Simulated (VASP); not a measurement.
Here is a VASP 6.6.1 calculation.

File INCAR:

```
SYSTEM = AlN
ALGO = Normal ; EDIFF = 1E-6
ENCUT = 520 ; GGA = PS
ISIF = 2 ; ISMEAR = 0
LASPH = .True. ; LCHARG = .False.
LREAL = .False. ; LWAVE = .False.
NBANDS = 16 ; NELM = 100
PREC = Accurate ; SIGMA = 0.05
```

Contents of KPOINTS:

```
k-points
0
Gamma
  9 9 6
  0 0 0
```

POSCAR

```
AlN
1.0
    3.3015780391      0.0000000000      0.0000000000
   -1.6507890196      2.8592504545      0.0000000000
    0.0000000000      0.0000000000      4.1412155349
Al N
2 2
Direct
    0.3333333333      0.6666666667      0.7500000000
    0.6666666667      0.3333333333      0.2500000000
    0.3333333333      0.6666666667      0.2500000000
    0.6666666667      0.3333333333      0.7500000000
```

Potentials or basis: VASP PAW PBE potentials, release 64 (Al, N).

The run is started by

```bash
$ cat potpaw_PBE.64/Al/POTCAR potpaw_PBE.64/N/POTCAR > POTCAR
$ mpirun -np 1 vasp_std > vasp.out
```

(1) Predict the band gap on the k mesh.

(2) Estimate the pressure.

Answers

(1) 3.34 eV, direct.

(2) -0.1 GPa.

Caveat: the PAW data sets were made with another functional, which shifts forces and pressure a little.
